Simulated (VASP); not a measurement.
# TePb (Fm-3m) in VASP: settings compared, part 2 of 2

VASP 6.6.1. Earlier steps stand in the parts before.

### 3 Relaxation of cell and atoms, LDA

File INCAR:

```
SYSTEM = TePb
  PREC = Accurate
  ENCUT = 600
  EDIFF = 1E-6
  ISMEAR = 0
  SIGMA = 0.01
  LREAL = .False.
  LASPH = .True.
  NELM = 60
  ALGO = Normal
  ISIF = 3
  LWAVE = .False.
  LCHARG = .False.
  GGA = CA
  IBRION = 2
  NSW = 80
  EDIFFG = -0.02
```

File KPOINTS:

```
Automatic mesh
0
Gamma
  6 6 6
  0 0 0
```

File POSCAR:

```
TePb
1.0
    0.0000000000      3.2310000000      3.2310000000
    3.2310000000      0.0000000000      3.2310000000
    3.2310000000      3.2310000000      0.0000000000
Te Pb
1 1
Direct
    0.5000000000      0.5000000000      0.5000000000
    0.0000000000      0.0000000000      0.0000000000
```

Potentials or basis: VASP PAW LDA potentials, release 64 (Te, Pb_d).

Started as:

```
cat potpaw_LDA.64/Te/POTCAR potpaw_LDA.64/Pb_d/POTCAR > POTCAR
mpirun -np 1 vasp_std > vasp.out
```

OUTCAR:

```text
SYSTEM = TePb
   PREC = Accurate
   ENCUT = 600
   EDIFF = 1E-6
   ISMEAR = 0
   LREAL = .False.
   LASPH = .True.
   NELM = 60
   ISIF = 3
   GGA = CA
   IBRION = 2
   NSW = 80
   EDIFFG = -0.02

 ion  position               nearest neighbor table
   1  0.500  0.500  0.500-   2 3.23   2 3.23   2 3.23   2 3.23   2 3.23   2 3.23
   2  0.000  0.000  0.000-   1 3.23   1 3.23   1 3.23   1 3.23   1 3.23   1 3.23

  LATTYP: Found a face centered cubic cell.
 ALAT       =     6.4620000000

  Lattice vectors:

 A1 = (   0.0000000000,   3.2310000000,   3.2310000000)
 A2 = (   3.2310000000,   0.0000000000,   3.2310000000)
 A3 = (   3.2310000000,   3.2310000000,   0.0000000000)

Analysis of symmetry for initial positions (statically):
=====================================================================
 Subroutine PRICEL returns:
 Original cell was already a primitive cell.

 Routine SETGRP: Setting up the symmetry group for a
 face centered cubic supercell.

 Subroutine GETGRP returns: Found 48 space group operations
 (whereof 48 operations were pure point group operations)
 out of a pool of 48 trial point group operations.

The static configuration has the point symmetry O_h .

Analysis of symmetry for dynamics (positions and initial velocities):
=====================================================================
 Subroutine PRICEL returns:
 Original cell was already a primitive cell.

 Routine SETGRP: Setting up the symmetry group for a
 face centered cubic supercell.

 Subroutine GETGRP returns: Found 48 space group operations
 (whereof 48 operations were pure point group operations)
 out of a pool of 48 trial point group operations.

The dynamic configuration has the point symmetry O_h .

 Subroutine INISYM returns: Found 48 space group operations
 (whereof 48 operations are pure point group operations),
 and found     1 'primitive' translations

----------------------------------------------------------------------------------------

                                     Primitive cell

[... 97 lines left out ...]
   EFERMI_NEDOS =   21; number of points for ismear=-14 and -15
   IALGO  =     38    algorithm
   IMIX   =      4    mixing-type and parameters
     AMIX     =   0.40;   BMIX     =  1.00
     AMIX_MAG =   1.60;   BMIX_MAG =  1.00
  volume/ion in A,a.u.               =      33.73       227.62
  Fermi-wavevector in a.u.,A,eV,Ry     =   1.091619  2.062861 16.213147  1.191633
  Thomas-Fermi vector in A             =   2.227868
   LORBIT       =      0    0 simple, 1 ext, 2 COOP (PROOUT), +10 PAW based schemes
   GGA     = CA    functional components
   LHFCALC =     F    Hartree Fock is set to
   AEXX    =    0.0000 exact exchange contribution
   IVDW    =     0    specifies the selected vdW correction
   LEPSILON=     F    determine dielectric tensor
   LRPA    =     F    only Hartree local field effects (RPA)
 conjugate gradient relaxation of ions
 non-spin polarized calculation
 Gauss-broadening in eV      SIGMA  =   0.01
  energy-cutoff  :      600.00
  volume of cell :       67.46
 maximum number of plane-waves:      2285
 NGX is ok and might be reduce to    40
   NGX = 19   NGY = 19   NGZ = 19

--------------------------------------- Ionic step        1  -------------------------------------------

 number of electron      19.9999998 magnetization

 Free energy of the ion-electron system (eV)
  ---------------------------------------------------
  ext. energy  EPLUGINS =         0.00000000
  ---------------------------------------------------
  free energy    TOTEN  =        -8.76376330 eV

  energy without entropy =       -8.76376330  energy(sigma->0) =       -8.76376330

------------------------ aborting loop because EDIFF is reached ----------------------------------------

  FORCE on cell =-STRESS in cart. coord.  units (eV):
  Direction    XX          YY          ZZ          XY          YZ          ZX
  --------------------------------------------------------------------------------------
  -------------------------------------------------------------------------------------
  Total       -0.6807107     -0.6807107     -0.6807107     -0.0000000      0.0000000      0.0000000
  in kB      -16.1671057    -16.1671057    -16.1671057     -0.0000000      0.0000000      0.0000000
  external PRESSURE =     -16.1671057 kB  Pullay stress =       0.0000000 kB
[... 59 lines left out ...]
--------------------------------------- Ionic step        3  -------------------------------------------

 number of electron      20.0000000 magnetization

 Free energy of the ion-electron system (eV)
  ---------------------------------------------------
  ext. energy  EPLUGINS =         0.00000000
  ---------------------------------------------------
  free energy    TOTEN  =        -8.77592054 eV

  energy without entropy =       -8.77592054  energy(sigma->0) =       -8.77592054

 E-fermi :   5.9344     XC(G=0):  -9.7305

 val. band max:        5.8910000987   @ k =   0.5000   0.0000   0.0000
 cond. band min:       6.4510603455   @ k =   0.5000   0.0000   0.0000
 fundamental gap:      0.5600602468
 Fermi energy:         5.9344095418

 k-point     1 :       0.0000    0.0000    0.0000
  band No.  band energies     occupation
      1     -10.8528      2.00000
      2     -10.8528      2.00000
      3     -10.8360      2.00000
      4     -10.8360      2.00000
      5     -10.8360      2.00000
      6      -6.4709      2.00000
      7       0.2998      2.00000
      8       4.4022      2.00000
      9       4.4022      2.00000
     10       4.4022      2.00000
     11       9.9100      0.00000
     12       9.9100      0.00000
     13       9.9100      0.00000
     14      11.5836      0.00000
[... 282 lines left out ...]
  FREE ENERGIE OF THE ION-ELECTRON SYSTEM (eV)
  ---------------------------------------------------
  free  energy   TOTEN  =        -8.7759205442 eV

  energy  without entropy=       -8.7759205442  energy(sigma->0) =       -8.77592054

 reached required accuracy - stopping structural energy minimisation
```

CONTCAR:

```text
TePb
   1.00000000000000
    -0.0000000000000000    3.1931578092551800    3.1931578092551800
     3.1931578092551796   -0.0000000000000000    3.1931578092551800
     3.1931578092551796    3.1931578092551800    0.0000000000000000
  Te              Pb
     1     1
Direct
     0.5000000000000000    0.5000000000000000    0.5000000000000000
     0.0000000000000000    0.0000000000000000    0.0000000000000000

  0.00000000E+00  0.00000000E+00  0.00000000E+00
  0.00000000E+00  0.00000000E+00  0.00000000E+00
```

Wall time 26 s (1 thread of Intel Xeon Platinum 8559C (Emerald Rapids), shared host); peak memory 0.2 GiB.

What came out:

- Free energy: -8.7759 eV
- Relaxed volume: 32.56 Å³/atom
- Relaxed cell: a = 4.516 Å, b = 4.516 Å, c = 4.516 Å, α = 60.00°, β = 60.00°, γ = 60.00°
- Space group after relaxing (to 0.05 Å): Fm-3m (No. 225)
- Energy gained by relaxing: 6.1 meV/atom
- Ionic steps: 3
- Pressure after relaxing: 0.0 GPa
- Band gap on the k mesh: 0.56 eV, direct

The path:
```tsv
step	energy change (eV)	largest force (eV/Å)	pressure (GPa)	volume (Å³)
1	0.0000	0.0000	-1.62	67.46
2	-0.0101	0.0000	0.73	64.19
3	-0.0122	0.0000	-0.01	65.12
```

Final structure:
```
Te Pb
1.0
     0.00000    3.19316    3.19316
     3.19316    0.00000    3.19316
     3.19316    3.19316    0.00000
Te Pb
1 1
Direct
  0.50000 0.50000 0.50000
  0.00000 0.00000 0.00000
```

Caveat: spin-orbit coupling is left out, which moves the levels of the heavy elements. A k mesh can miss the band edges.
